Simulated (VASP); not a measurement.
Crystal: Fe.

```
Fe
1.0
     2.41095    0.00000    0.00000
    -1.20548    2.08795    0.00000
     0.00000    0.00000    3.81302
Fe
2
Cartesian
  0.0000 1.3920 0.9533
  1.2055 0.6960 2.8598
```

This cell differs from its parent crystal: volume scaled by 0.92.

Base run:

* Program: VASP 6.6.1
* Functional: RPBE
* Potentials or basis: VASP PAW PBE potentials, release 64 (Fe)
* Cutoff: 520 eV
* k mesh: 16 × 16 × 9
* Occupations: fermi-dirac, width 0.1 eV
* Spin: no spin polarisation

Its results: band gap on the k mesh zero (band 8 reaches 8.73 eV, above the bottom of band 9 at 6.68 eV); pressure 26.2 GPa.

Problem. The run is repeated on the same cell with these changes: potentials or basis from VASP PAW PBE potentials, release 64 (Fe) to VASP PAW PBE potentials, release 64 (Fe_sv); cutoff from 520 eV to 600 eV; further incar settings from ALGO = Normal; EDIFF = 1e-06; NBANDS = 15 to ALGO = Normal; EDIFF = 1e-06; NBANDS = 23; valence electrons from 16 to 32. What comes out?

Solution. Band gap on the k mesh zero (band 16 reaches 16.16 eV, above the bottom of band 17 at 14.12 eV); pressure 22.5 GPa.

Caveats: the PAW data sets were made with another functional, which shifts forces and pressure a little; the run has no spin polarisation, though such a crystal can be magnetic.
